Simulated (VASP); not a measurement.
# MnSe (Fm-3m) in VASP: notebook, part 2 of 3

VASP 6.6.1.

### 3 Single point, LDA, collinear spin

File INCAR:

```
PREC = Accurate
ENCUT = 500
EDIFF = 1E-6
ISMEAR = -1
SIGMA = 0.3
LREAL = False
LASPH = True
NELM = 200
ALGO = Normal
ISIF = 2
LWAVE = False
LCHARG = False
ISPIN = 2
MAGMOM = 2.64 -0.11
LORBIT = 11
NUPDOWN = 2.4
LMAXMIX = 4
GGA = CA
NBANDS = 20
GGA_COMPAT = False
```

File KPOINTS:

```
regular mesh
0
Gamma
  9 9 9
```

File POSCAR:

```
MnSe
1.0
    0.0000000000      2.7200000000      2.7200000000
    2.7200000000      0.0000000000      2.7200000000
    2.7200000000      2.7200000000      0.0000000000
Mn Se
1 1
Direct
    0.0000000000      0.0000000000      0.0000000000
    0.5000000000      0.5000000000      0.5000000000
```

Potentials or basis: VASP PAW LDA potentials, release 64 (Mn_pv, Se).

Command:

```sh
$ cat potpaw_LDA.64/Mn_pv/POTCAR potpaw_LDA.64/Se/POTCAR > POTCAR
$ mpirun -np 1 vasp_std > vasp.out
```

OUTCAR:

```text
PREC = Accurate
   ENCUT = 500
   EDIFF = 1E-6
   ISMEAR = -1
   LREAL = False
   LASPH = True
   NELM = 200
   ISIF = 2
   ISPIN = 2
   LORBIT = 11
   NUPDOWN = 2.4
   GGA = CA

 ion  position               nearest neighbor table
   1  0.000  0.000  0.000-   2 2.72   2 2.72   2 2.72   2 2.72   2 2.72   2 2.72
   2  0.500  0.500  0.500-   1 2.72   1 2.72   1 2.72   1 2.72   1 2.72   1 2.72

  LATTYP: Found a face centered cubic cell.
 ALAT       =     5.4400000000

  Lattice vectors:

 A1 = (   0.0000000000,   2.7200000000,   2.7200000000)
 A2 = (   2.7200000000,   0.0000000000,   2.7200000000)
 A3 = (   2.7200000000,   2.7200000000,   0.0000000000)

Analysis of symmetry for initial positions (statically):
=====================================================================
 Subroutine PRICEL returns:
 Original cell was already a primitive cell.

 Routine SETGRP: Setting up the symmetry group for a
 face centered cubic supercell.

 Subroutine GETGRP returns: Found 48 space group operations
 (whereof 48 operations were pure point group operations)
 out of a pool of 48 trial point group operations.

The static configuration has the point symmetry O_h .

Analysis of symmetry for dynamics (positions and initial velocities):
=====================================================================
 Subroutine PRICEL returns:
 Original cell was already a primitive cell.

 Routine SETGRP: Setting up the symmetry group for a
 face centered cubic supercell.

 Subroutine GETGRP returns: Found 48 space group operations
 (whereof 48 operations were pure point group operations)
 out of a pool of 48 trial point group operations.

The dynamic configuration has the point symmetry O_h .

Analysis of structural, dynamic, and magnetic symmetry:
=====================================================================
 Subroutine PRICEL returns:
 Original cell was already a primitive cell.

 Routine SETGRP: Setting up the symmetry group for a
 face centered cubic supercell.

 Subroutine GETGRP returns: Found 48 space group operations
 (whereof 48 operations were pure point group operations)
 out of a pool of 48 trial point group operations.

The overall configuration has the point symmetry O_h .

 Subroutine INISYM returns: Found 48 space group operations
 (whereof 48 operations are pure point group operations),
 and found     1 'primitive' translations

----------------------------------------------------------------------------------------

                                     Primitive cell

  volume of cell :      40.2473

  direct lattice vectors                    reciprocal lattice vectors
     0.000000000  2.720000000  2.720000000    -0.183823529  0.183823529  0.183823529
     2.720000000  0.000000000  2.720000000     0.183823529 -0.183823529  0.183823529
     2.720000000  2.720000000  0.000000000     0.183823529  0.183823529 -0.183823529

  length of vectors
     3.846660890  3.846660890  3.846660890     0.318391693  0.318391693  0.318391693

  position of ions in fractional coordinates (direct lattice)
     0.000000000  0.000000000  0.000000000
     0.500000000  0.500000000  0.500000000

  ion indices of the primitive-cell ions
   primitive index   ion index
[... 64 lines left out ...]
 SYSTEM =  unknown system
   PREC   = accura    normal or accurate (medium, high low for compatibility)
   ISTART =      0    job   : 0-new  1-cont  2-samecut
   ICHARG =      2    charge: 1-file 2-atom 10-const
   ISPIN  =      2    spin polarized calculation?
   LNONCOLLINEAR =      F non collinear calculations
   LSORBIT =      F    spin-orbit coupling
   LASPH  =      T    aspherical Exc in radial PAW
   ENCUT  =  500.0 eV  36.75 Ry    6.06 a.u.   7.01  7.01  7.01*2*pi/ulx,y,z
   NELM   =    200;   NELMIN=  2; NELMDL= -5     # of ELM steps
   EDIFF  = 0.1E-05   stopping-criterion for ELM
   LREAL  =      F    real-space projection
   EDIFFG = 0.1E-04   stopping-criterion for IOM
   NSW    =      0    number of steps for IOM
   IBRION =     -1    ionic relax: 0-MD 1-quasi-New 2-CG
   NFREE  =      0    steps in history (QN), initial steepest desc. (CG)
   ISIF   =      2    stress and relaxation
   ISYM   =      2    0-nonsym 1-usesym 2-fastsym
   POTIM  = 0.5000    time-step for ionic-motion
   TEBEG  =    0.0;   TEEND  =   0.0 temperature during run
   PSTRESS=    0.0 pullay stress
   NELECT =      19.0000    total number of electrons
   NUPDOWN=       2.4000    fix difference up-down
   EMIN   =  10.00;   EMAX   =-10.00  energy-range for DOS
   EFERMI =   0.00;   METHOD = LEGACY
   ISMEAR =    -1;   SIGMA  =   0.30  broadening in eV -4-tet -1-fermi 0-gaus
   EFERMI_NEDOS =   21; number of points for ismear=-14 and -15
   IALGO  =     38    algorithm
   IMIX   =      4    mixing-type and parameters
     AMIX     =   0.40;   BMIX     =  1.00
     AMIX_MAG =   1.60;   BMIX_MAG =  1.00
  volume/ion in A,a.u.               =      20.12       135.80
  Fermi-wavevector in a.u.,A,eV,Ry     =   1.274717  2.408866 22.108155  1.624904
  Thomas-Fermi vector in A             =   2.407469
   LORBIT       =     11    0 simple, 1 ext, 2 COOP (PROOUT), +10 PAW based schemes
   GGA     = CA    functional components
   LHFCALC =     F    Hartree Fock is set to
   AEXX    =    0.0000 exact exchange contribution
   IVDW    =     0    specifies the selected vdW correction
   LEPSILON=     F    determine dielectric tensor
   LRPA    =     F    only Hartree local field effects (RPA)
 spin polarized calculation
  energy-cutoff  :      500.00
  volume of cell :       40.25
 maximum number of plane-waves:      1032
   NGX = 13   NGY = 13   NGZ = 13

 number of electron      19.0000002 magnetization       2.4000693

 Free energy of the ion-electron system (eV)
  ---------------------------------------------------
  ext. energy  EPLUGINS =         0.00000000
  ---------------------------------------------------
  free energy    TOTEN  =       -13.79335585 eV

  energy without entropy =      -12.74080918  energy(sigma->0) =      -13.26708251

 E-fermi :   5.4988     XC(G=0): -10.6912

 val. band max:        5.4945121401   @ k =  -0.3333   0.3333   0.0000
 cond. band min:       4.8917885035   @ k =  -0.4444   0.3333   0.1111
 fundamental gap:     -0.6027236366
 Fermi energy:         4.7501748188

 spin component 1

 k-point     1 :       0.0000    0.0000    0.0000
  band No.  band energies     occupation
      1     -43.3919      1.00000
      2     -43.3919      1.00000
      3     -43.3919      1.00000
      4      -9.1539      1.00000
      5       3.3331      0.99120
      6       3.3331      0.99120
[... 541 lines left out ...]
     19      20.7758      0.00000
     20      20.7758      0.00000

 [... further k-points ...]

 spin component 2

 k-point     1 :       0.0000    0.0000    0.0000
  band No.  band energies     occupation
      1     -41.1030      1.00000
      2     -41.1030      1.00000
      3     -41.1030      1.00000
      4      -9.1525      1.00000
      5       3.9017      0.99515
      6       3.9017      0.99515
[... 541 lines left out ...]
     19      20.8179      0.00000
     20      20.8179      0.00000

 [... further k-points ...]

------------------------ aborting loop because EDIFF is reached ----------------------------------------

  FORCE on cell =-STRESS in cart. coord.  units (eV):
  Direction    XX          YY          ZZ          XY          YZ          ZX
  --------------------------------------------------------------------------------------
  -------------------------------------------------------------------------------------
  Total       -4.5341578     -4.5341578     -4.5341578      0.0000000      0.0000000      0.0000000
  in kB     -180.4972148   -180.4972148   -180.4972148      0.0000000      0.0000000      0.0000000
  external PRESSURE =    -180.4972148 kB  Pullay stress =       0.0000000 kB

 VOLUME and BASIS-vectors are now :
 -----------------------------------------------------------------------------
  energy-cutoff  :      500.00
  volume of cell :       40.25
      direct lattice vectors                 reciprocal lattice vectors
     0.000000000  2.720000000  2.720000000    -0.183823529  0.183823529  0.183823529
     2.720000000  0.000000000  2.720000000     0.183823529 -0.183823529  0.183823529
     2.720000000  2.720000000  0.000000000     0.183823529  0.183823529 -0.183823529

 POSITION                                       TOTAL-FORCE (eV/Angst)
 -----------------------------------------------------------------------------------
      0.00000      0.00000      0.00000        -0.000000     -0.000000      0.000000
      2.72000      2.72000      2.72000         0.000000      0.000000     -0.000000
 -----------------------------------------------------------------------------------
    total drift:                               -0.000000      0.000000      0.000000

  FREE ENERGIE OF THE ION-ELECTRON SYSTEM (eV)
  ---------------------------------------------------
  free  energy   TOTEN  =       -13.7933558505 eV

  energy  without entropy=      -12.7408091788  energy(sigma->0) =      -13.26708251

 total charge

# of ion       s       p       d       tot
------------------------------------------
    1        0.216   6.126   5.088  11.429
    2        1.456   2.282   0.042   3.781
--------------------------------------------------
tot          1.672   8.408   5.130  15.210

 magnetization (x)

# of ion       s       p       d       tot
------------------------------------------
    1        0.025   0.009   2.342   2.376
    2        0.005  -0.091   0.003  -0.083
--------------------------------------------------
tot          0.030  -0.082   2.345   2.293
```

OSZICAR:

```text
N       E                     dE             d eps       ncg     rms          rms(c)
DAV:   1     0.145173102551E+03    0.14517E+03   -0.97121E+03  2824   0.913E+02
DAV:   2    -0.748621097390E+01   -0.15266E+03   -0.14529E+03  2904   0.269E+02
DAV:   3    -0.147766020178E+02   -0.72904E+01   -0.71642E+01  3248   0.638E+01
DAV:   4    -0.148600500792E+02   -0.83448E-01   -0.83395E-01  3160   0.696E+00
DAV:   5    -0.148611198591E+02   -0.10698E-02   -0.10698E-02  3168   0.813E-01    0.907E+00
DAV:   6    -0.151573353672E+02   -0.29622E+00   -0.81532E+00  3044   0.317E+01    0.130E+01
DAV:   7    -0.138269104815E+02    0.13304E+01   -0.36108E+00  3028   0.233E+01    0.292E+00
DAV:   8    -0.137935033596E+02    0.33407E-01   -0.73872E-02  3116   0.220E+00    0.139E+00
DAV:   9    -0.137952623457E+02   -0.17590E-02   -0.93080E-03  3432   0.810E-01    0.442E-01
DAV:  10    -0.137933616365E+02    0.19007E-02   -0.48152E-03  3064   0.824E-01    0.106E-01
DAV:  11    -0.137933502064E+02    0.11430E-04   -0.20864E-04  3152   0.101E-01    0.527E-02
DAV:  12    -0.137933564467E+02   -0.62402E-05   -0.33954E-05  3296   0.487E-02    0.230E-02
DAV:  13    -0.137933558505E+02    0.59612E-06   -0.49945E-06  3012   0.237E-02
   1 F= -.13793356E+02 E0= -.13267083E+02  d E =-.105255E+01  mag=     2.4002
```

Run time: 75 s. Hardware: 1 thread of Intel Xeon 8259CL, shared host; peak memory 0.17 GiB.

What came out:

```
Free energy                                           : -13.7934 eV
Pressure                                              : -18.0 GPa
Net moment                                            : 2.40 μB per cell
Site moments                                          : Mn +2.38; Se -0.08 μB
Valence electrons inside the program's atomic spheres : Mn 11.43; Se 3.78
```

Caveat: the cell stands under tension; so wide a smearing shifts energies and pressures; the total moment is fixed, so each spin has its own Fermi level and the state may be an excited one; a cell with one magnetic atom can't hold antiferromagnetic order, which such compounds often take.

(Continued in part 3 of 3.)
